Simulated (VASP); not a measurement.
Input of a VASP 6.6.1 run:

The input INCAR:

```
ALGO = Normal ; EDIFF = 1E-6
ENCUT = 520 ; GGA = PE
ISIF = 2 ; ISMEAR = 0
LASPH = T ; LCHARG = F
LREAL = F ; LWAVE = F
NBANDS = 22 ; NELM = 60
PREC = Accurate ; SIGMA = 0.1
```

File KPOINTS:

```
k-points
0
Gamma
  8 8 8
```

File POSCAR:

```
GaSb3
1.0
    0.0000000000      3.7305950000      3.7305950000
    3.7305950000      0.0000000000      3.7305950000
    3.7305950000      3.7305950000      0.0000000000
Ga Sb
1 3
Direct
    0.0000000000      0.0000000000      0.0000000000
    0.2500000000      0.2500000000      0.2500000000
    0.7620624190      0.7620624190      0.7379375810
    0.5000000000      0.5000000000      0.5000000000
```

Potentials or basis: VASP PAW PBE potentials, release 64 (Ga_d, Sb).

The run is started by

```console
$ cat potpaw_PBE.64/Ga_d/POTCAR potpaw_PBE.64/Sb/POTCAR > POTCAR
$ mpirun -np 1 vasp_std > vasp.out
```

Q: What does it give for the largest force?

A: 0.188 eV/Å.

Q: Predict the band gap on the k mesh.

A: Zero (bands 14 and 15 overlap by 3.62 eV).

Q: Predict the pressure.

A: -1.0 GPa.

Forces in eV/Å, atoms in the order of the input:
```
Ga   0.000  0.000  0.015
Sb   0.000  0.000  0.110
Sb   0.000  0.000 -0.188
Sb   0.000  0.000  0.063
```

Caveat: the cell differs from its parent crystal (one atom moved); spin-orbit coupling is left out, which moves the levels of the heavy elements.
